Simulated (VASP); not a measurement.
SiC (Moissanite):

```
Si C
1.0
     3.07600    0.00000    0.00000
    -1.53800    2.66389    0.00000
     0.00000    0.00000    5.04800
Si C
2 2
Direct
  0.66667 0.33333 0.50000
  0.33333 0.66667 0.00000
  0.66667 0.33333 0.88500
  0.33333 0.66667 0.38500
```

- Program: VASP 6.6.1
- Task: relaxation of cell and atoms
- Functional: LDA
- Potentials or basis: VASP PAW LDA potentials, release 64 (Si, C)
- Cutoff: 600 eV
- k mesh: 10 × 10 × 5
- Occupations: fermi-dirac, width 0.05 eV
- Spin: no spin polarisation

At the start: pressure -3.7 GPa; volume 10.34 Å³/atom.

Task: How do energy, volume and symmetry change on relaxing?

Result: Over 7 steps the energy falls by 11.1 meV/atom and the volume is 10.16 Å³/atom (-1.7 %); space group P6_3mc (No. 186, to 0.05 Å).

The path:
```csv
step,energy change (eV),largest force (eV/Å),pressure (GPa),volume (Å³)
1,0.0000,0.7347,-3.74,41.36
2,-0.0074,0.6673,4.26,39.93
3,-0.0419,0.0778,0.20,40.58
4,-0.0419,0.0626,0.29,40.57
5,-0.0445,0.0131,0.16,40.59
6,-0.0446,0.0023,0.18,40.59
7,-0.0446,0.0019,-0.15,40.65
```

Final structure:
```cif
data_structure
_symmetry_space_group_name_H-M 'P 1'
_symmetry_Int_Tables_number 1
_cell_length_a 3.0581
_cell_length_b 3.0581
_cell_length_c 5.0190
_cell_angle_alpha 90.000
_cell_angle_beta 90.000
_cell_angle_gamma 120.000
_cell_volume 40.65
loop_
_atom_site_label
_atom_site_type_symbol
_atom_site_fract_x
_atom_site_fract_y
_atom_site_fract_z
_atom_site_occupancy
Si1 Si 0.66667 0.33333 0.50459 1
Si2 Si 0.33333 0.66667 0.00459 1
C1 C 0.66667 0.33333 0.88041 1
C2 C 0.33333 0.66667 0.38041 1
```
